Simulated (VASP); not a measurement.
# RbBr (Pmm2) in VASP: notebook, part 2 of 2

VASP 6.6.1. The steps go on from the part before.

## (3) Single point, PBE (atoms displaced along a vibrational mode, the cell strained)

Contents of INCAR:

```
  PREC = Accurate
  ENCUT = 520
  EDIFF = 1E-6
  ISMEAR = 0
  SIGMA = 0.05
  LREAL = False
  LASPH = True
  NELM = 100
  ALGO = Normal
  ISIF = 2
  LWAVE = False
  LCHARG = False
  GGA = PE
  NBANDS = 15
```

Contents of KPOINTS:

```
regular mesh
0
Gamma
  6 6 6
```

Contents of POSCAR:

```
RbBr
1.0
    4.0809516169      0.0000000000      0.0000000000
    0.0000000000      4.0809516169      0.0000000000
    0.0000000000      0.0000000000      4.1929021031
Rb Br
1 1
Direct
   -0.0462890878      0.0000000000      0.0000000000
    0.5495122459      0.5000000000      0.5000000000
```

Potentials or basis: VASP PAW PBE potentials, release 64 (Rb_sv, Br).

On the command line:

```bash
$ cat potpaw_PBE.64/Rb_sv/POTCAR potpaw_PBE.64/Br/POTCAR > POTCAR
$ mpirun -np 1 vasp_std > vasp.out
```

OUTCAR:

```text
PREC = Accurate
   ENCUT = 520
   EDIFF = 1E-6
   ISMEAR = 0
   LREAL = False
   LASPH = True
   NELM = 100
   ISIF = 2
   GGA = PE

 ion  position               nearest neighbor table
   1  0.954  0.000  0.000-   2 3.36   2 3.36   2 3.36   2 3.36   2 3.80   2 3.80   2 3.80   2 3.80

   2  0.550  0.500  0.500-   1 3.36   1 3.36   1 3.36   1 3.36   1 3.80   1 3.80   1 3.80   1 3.80

  LATTYP: Found a simple tetragonal cell.
 ALAT       =     4.0809516169
 C/A-ratio  =     1.0274324463

[... 621 lines left out ...]
------------------------ aborting loop because EDIFF is reached ----------------------------------------

  FORCE on cell =-STRESS in cart. coord.  units (eV):
  Direction    XX          YY          ZZ          XY          YZ          ZX
  --------------------------------------------------------------------------------------
  -------------------------------------------------------------------------------------
  Total        0.7235502      0.9132287      0.5847365      0.0000000      0.0000000      0.0000000
  in kB       16.6012831     20.9533046     13.4163137      0.0000000      0.0000000      0.0000000
  external PRESSURE =      16.9903005 kB  Pullay stress =       0.0000000 kB

 VOLUME and BASIS-vectors are now :
 -----------------------------------------------------------------------------
  energy-cutoff  :      520.00
  volume of cell :       69.83
      direct lattice vectors                 reciprocal lattice vectors
     4.080951617  0.000000000  0.000000000     0.245040886  0.000000000  0.000000000
     0.000000000  4.080951617  0.000000000     0.000000000  0.245040886  0.000000000
     0.000000000  0.000000000  4.192902103     0.000000000  0.000000000  0.238498294

 POSITION                                       TOTAL-FORCE (eV/Angst)
 -----------------------------------------------------------------------------------
      3.89205      0.00000      0.00000         0.339842      0.000000      0.000000
      2.24253      2.04048      2.09645        -0.339842      0.000000      0.000000
 -----------------------------------------------------------------------------------
    total drift:                                0.000176     -0.000000     -0.000000

  FREE ENERGIE OF THE ION-ELECTRON SYSTEM (eV)
  ---------------------------------------------------
  free  energy   TOTEN  =        -5.9246769320 eV

  energy  without entropy=       -5.9246769320  energy(sigma->0) =       -5.92467693
```

OSZICAR:

```text
N       E                     dE             d eps       ncg     rms          rms(c)
DAV:   1     0.774694813905E+02    0.77469E+02   -0.67710E+03  1920   0.925E+02
DAV:   2    -0.864918678378E+00   -0.78334E+02   -0.73102E+02  2588   0.168E+02
DAV:   3    -0.600138224163E+01   -0.51365E+01   -0.51155E+01  2685   0.429E+01
DAV:   4    -0.616416691754E+01   -0.16278E+00   -0.16276E+00  2722   0.646E+00
DAV:   5    -0.616535795465E+01   -0.11910E-02   -0.11910E-02  2781   0.567E-01    0.291E+00
DAV:   6    -0.595410508615E+01    0.21125E+00   -0.19388E-01  2494   0.240E+00    0.197E+00
DAV:   7    -0.592095506536E+01    0.33150E-01   -0.11509E-01  2543   0.191E+00    0.957E-01
DAV:   8    -0.592456409304E+01   -0.36090E-02   -0.13595E-02  2286   0.710E-01    0.122E-01
DAV:   9    -0.592451452728E+01    0.49566E-04   -0.61704E-04  2697   0.143E-01    0.618E-02
DAV:  10    -0.592467051476E+01   -0.15599E-03   -0.24869E-04  2137   0.104E-01    0.105E-02
DAV:  11    -0.592467512811E+01   -0.46134E-05   -0.10034E-05  2647   0.216E-02    0.635E-03
DAV:  12    -0.592467677060E+01   -0.16425E-05   -0.25693E-06  2227   0.122E-02    0.164E-03
DAV:  13    -0.592467693199E+01   -0.16138E-06   -0.25777E-07  2080   0.353E-03
   1 F= -.59246769E+01 E0= -.59246769E+01  d E =-.328284E-17
```

stdout:

```text
POSCAR found type information on POSCAR RbBr
 POSCAR found :  2 types and       2 ions
 scaLAPACK will be used
 LDA part: xc-table for (Slater+PW92), standard interpolation
 POSCAR, INCAR and KPOINTS ok, starting setup
 FFT: planning ... GRIDC
 FFT: planning ... GRID_SOFT
 FFT: planning ... GRID
 WAVECAR not read
 entering main loop
```

Run time: 38 s. Hardware: 1 thread of Intel Xeon Platinum 8375C at 2.90GHz (Ice Lake), shared host; peak memory 0.21 GiB.

What came out:

```
Free energy            : -5.9247 eV
Pressure               : 1.7 GPa
Largest force          : 0.340 eV/Å
Band gap on the k mesh : 4.08 eV (least direct gap 4.23 eV)
```

Forces on the atoms (eV/Å):
```
Rb   0.340  0.000  0.000
Br  -0.340  0.000  0.000
```

Caveat: the cell differs from its parent crystal (atoms displaced along a vibrational mode, the cell strained). A k mesh can miss the band edges.

## (4) Single point, PBE (atoms displaced along a vibrational mode, the cell strained)

Contents of INCAR:

```
SYSTEM = RbBr
PREC = Accurate
ENCUT = 520
EDIFF = 1E-7
ISMEAR = 0
SIGMA = 0.05
LREAL = .FALSE.
LASPH = .TRUE.
NELM = 100
ALGO = Normal
ISIF = 2
LWAVE = .FALSE.
LCHARG = .FALSE.
GGA = PE
NBANDS = 15
```

Contents of KPOINTS:

```
regular mesh
0
G
  6 6 6
  0 0 0
```

Contents of POSCAR:

```
RbBr
1.0
    4.1371365051      0.0000000000      0.0000000000
    0.0000000000      4.1371365051      0.0000000000
    0.0000000000      0.0000000000      4.1929021031
Rb Br
1 1
Direct
   -0.1157227195      0.0000000000      0.0000000000
    0.6237806148      0.5000000000      0.5000000000
```

On the command line:

```bash
$ cat potpaw_PBE.64/Rb_sv/POTCAR potpaw_PBE.64/Br/POTCAR > POTCAR
$ mpirun -np 1 vasp_std > vasp.out
```

Run time: 35 s. Hardware: 1 thread of Intel Xeon Platinum 8375C at 2.90GHz (Ice Lake), shared host; peak memory 0.22 GiB.

It converged, with:

```yaml
Free_energy: -5.6256 eV
Pressure: 4.5 GPa
Largest_force: 0.752 eV/Å
Band_gap_on_the_k_mesh: 3.98 eV (least direct gap 4.19 eV)
```

Forces in eV/Å, atoms in the order of the input:
```
Rb   0.752  0.000  0.000
Br  -0.752  0.000  0.000
```

Stress tensor (GPa, compression positive):
```
2.32 0.00 0.00
0.00 5.72 0.00
0.00 0.00 5.49
```

Levels at points of the mesh, in eV from the valence-band top:
| k point | band 5 | band 6 | band 7 | band 8 | band 9 | band 10 | band 11 | band 12 |
| --- | --- | --- | --- | --- | --- | --- | --- | --- |
| (0.00, 0.00, 0.00) | -8.91 | -0.37 | -0.27 | -0.21 | 3.98 | 5.35 | 7.41 | 9.26 |
| (0.50, 0.00, 0.00) | -8.91 | -1.59 | -0.26 | -0.20 | 6.14 | 7.25 | 7.92 | 8.68 |
| (0.00, 0.50, 0.00) | -8.87 | -1.69 | -0.65 | -0.04 | 5.96 | 6.44 | 7.97 | 8.01 |
| (0.50, 0.50, 0.00) | -8.85 | -1.26 | -1.10 | -0.48 | 5.68 | 6.39 | 8.14 | 8.80 |
| (0.00, 0.00, 0.50) | -8.84 | -1.68 | -0.58 | -0.05 | 5.93 | 6.41 | 7.87 | 8.02 |
| (0.50, 0.00, 0.50) | -8.84 | -1.24 | -1.11 | -0.42 | 5.64 | 6.48 | 8.24 | 8.93 |
| (0.00, 0.50, 0.50) | -8.91 | -0.92 | -0.89 | -0.09 | 5.66 | 7.40 | 8.27 | 8.32 |
| (0.50, 0.50, 0.50) | -9.21 | -1.22 | -1.02 | -1.00 | 6.57 | 6.59 | 8.75 | 10.18 |

Caveat: the cell differs from its parent crystal (atoms displaced along a vibrational mode, the cell strained); the cell stands under pressure.

## (5) Single point, PBE (atoms displaced along a vibrational mode, the cell strained)

Contents of INCAR:

```
SYSTEM = RbBr
PREC     = Accurate       ! precision mode
ENCUT    = 520            ! plane-wave cutoff, eV
EDIFF    = 1E-6           ! SCF threshold, eV
ISMEAR   = 0              ! smearing method
SIGMA    = 0.05           ! smearing width, eV
LREAL    = .False.        ! projectors in reciprocal space
LASPH    = .True.         ! aspherical terms in the spheres
NELM     = 60             ! most SCF steps
ALGO     = Normal         ! electronic algorithm
ISIF     = 2              ! what is computed and relaxed
LWAVE    = .False.        ! write WAVECAR
LCHARG   = .False.        ! write CHGCAR
GGA      = PE             ! functional
NBANDS   = 15             ! bands
```

Contents of KPOINTS:

```
Automatic mesh
0
Gamma
  6 6 6
  0 0 0
```

Contents of POSCAR:

```
RbBr
1.0
    4.1371365051      0.0000000000      0.0000000000
    0.0000000000      4.1371365051      0.0000000000
    0.0000000000      0.0000000000      4.1929021031
Rb Br
1 1
Direct
   -0.0231445439      0.0000000000      0.0000000000
    0.5247561230      0.5000000000      0.5000000000
```

On the command line:

```bash
$ cat potpaw_PBE.64/Rb_sv/POTCAR potpaw_PBE.64/Br/POTCAR > POTCAR
$ mpirun -np 1 vasp_std > vasp.out
```

Run time: 29 s. Hardware: 1 thread of Intel Xeon Platinum 8375C at 2.90GHz (Ice Lake), shared host; peak memory 0.22 GiB.

Results (log left out):

```
Free energy            : -5.9870 eV
Pressure               : 0.6 GPa
Largest force          : 0.144 eV/Å
Band gap on the k mesh : 4.00 eV (least direct gap 4.15 eV)
```

Forces in eV/Å, atoms in the order of the input:
```
Rb   0.144  0.000  0.000
Br  -0.144  0.000  0.000
```

Stress tensor (GPa, compression positive):
```
0.72 0.00 0.00
0.00 0.80 0.00
0.00 0.00 0.41
```

Levels at points of the mesh, in eV from the valence-band top:
| k point | band 4 | band 5 | band 6 | band 7 | band 8 | band 9 | band 10 | band 11 | band 12 | band 13 |
| --- | --- | --- | --- | --- | --- | --- | --- | --- | --- | --- |
| (0.00, 0.00, 0.00) | -9.12 | -9.12 | -0.21 | -0.16 | -0.15 | 4.00 | 5.57 | 5.69 | 9.80 | 9.86 |
| (0.50, 0.00, 0.00) | -9.08 | -9.08 | -1.67 | -0.28 | -0.20 | 6.82 | 7.00 | 7.57 | 8.76 | 9.63 |
| (0.00, 0.50, 0.00) | -9.08 | -9.08 | -1.68 | -0.29 | -0.19 | 6.83 | 6.96 | 7.52 | 8.48 | 9.74 |
| (0.50, 0.50, 0.00) | -9.40 | -9.05 | -1.05 | -1.04 | -0.07 | 5.33 | 6.13 | 7.86 | 7.89 | 10.59 |
| (0.00, 0.00, 0.50) | -9.08 | -9.08 | -1.67 | -0.23 | -0.20 | 6.81 | 6.95 | 7.42 | 8.51 | 9.84 |
| (0.50, 0.00, 0.50) | -9.38 | -9.05 | -1.05 | -1.03 | -0.01 | 5.29 | 6.22 | 7.97 | 8.04 | 10.51 |
| (0.00, 0.50, 0.50) | -9.40 | -9.05 | -1.05 | -1.02 | 0.00 | 5.29 | 6.28 | 7.98 | 8.02 | 10.66 |
| (0.50, 0.50, 0.50) | -9.35 | -9.32 | -1.30 | -1.30 | -1.28 | 7.97 | 7.99 | 8.19 | 9.33 | 9.38 |

Caveat: the cell differs from its parent crystal (atoms displaced along a vibrational mode, the cell strained). A k mesh can miss the band edges.

## (6) The runs side by side

| cell | gap on the mesh (eV) | pressure (GPa) | largest force (eV/Å) |
| --- | --- | --- | --- |
| a = 4.081, b = 4.081, c = 4.193 Å, 2 atoms, atomic positions A | 4.07 | 3.8 | 0.69 |
| a = 4.081, b = 4.081, c = 4.193 Å, 2 atoms, atomic positions B | 4.08 | 1.7 | 0.34 |
| a = 4.137, b = 4.137, c = 4.193 Å, 2 atoms, atomic positions C | 3.98 | 4.5 | 0.75 |
| a = 4.137, b = 4.137, c = 4.193 Å, 2 atoms, atomic positions D | 4.00 | 0.6 | 0.14 |

Alike in all rows: task single point; level PBE; potentials or basis VASP PAW PBE potentials, release 64 (Rb_sv, Br); no spin polarisation; k mesh 6 × 6 × 6; cutoff (eV) 520; smearing gaussian 0.05 eV.

Caveats: the cell stands under pressure (at least some runs).

Total energies depend on the potentials used, so only differences within one code and one set of settings carry meaning.
